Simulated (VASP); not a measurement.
Wanted: the native input for a VASP 6.6.1 run.

```yaml
Task: single point
Functional: LDA
Potentials_or_basis: VASP PAW LDA potentials, release 64 (Ag, I)
Cutoff: 500 eV
k_mesh: 4 × 4 × 4, shifted
Occupations: gaussian, width 0.01 eV
Spin: no spin polarisation
Dipole_correction: no
Further_INCAR_settings: ALGO = Normal; EDIFF = 1e-06; NBANDS = 16; ISYM = 0
```

The structure of AgI lies in POSCAR:

```
AgI
1.0
    0.0000000000      3.2365000000      3.2365000000
    3.2365000000      0.0000000000      3.2365000000
    3.2365000000      3.2365000000      0.0000000000
Ag I
1 1
Direct
    0.0000000000      0.0000000000      0.0000000000
    0.2500000000      0.2500000000      0.2500000000
```

One way to write it, as run:

INCAR

```
SYSTEM = AgI
PREC = Accurate
ENCUT = 500
EDIFF = 1E-6
ISMEAR = 0
SIGMA = 0.01
LREAL = .False.
LASPH = .True.
NELM = 120
ALGO = Normal
ISIF = 2
LWAVE = .False.
LCHARG = .False.
GGA = CA
NBANDS = 16
ISYM = 0
GGA_COMPAT = .False.
```

KPOINTS

```
Automatic mesh
0
Gamma
  4 4 4
  0.5 0.5 0.5
```

Potentials or basis: VASP PAW LDA potentials, release 64 (Ag, I).

Run with:

```bash
$ cat potpaw_LDA.64/Ag/POTCAR potpaw_LDA.64/I/POTCAR > POTCAR
$ mpirun -np 1 vasp_std > vasp.out
```

It gave:

| Quantity | Value |
| --- | --- |
| Pressure | -2.1 GPa |
| Band gap on the k mesh | 1.87 eV, direct |

Caveat: spin-orbit coupling is left out, which moves the levels of the heavy elements.

Run time: 3 min on 1 thread of AMD EPYC 7R43 64-Core Processor (Zen 3), with other jobs on the host, peak memory 0.24 GiB.
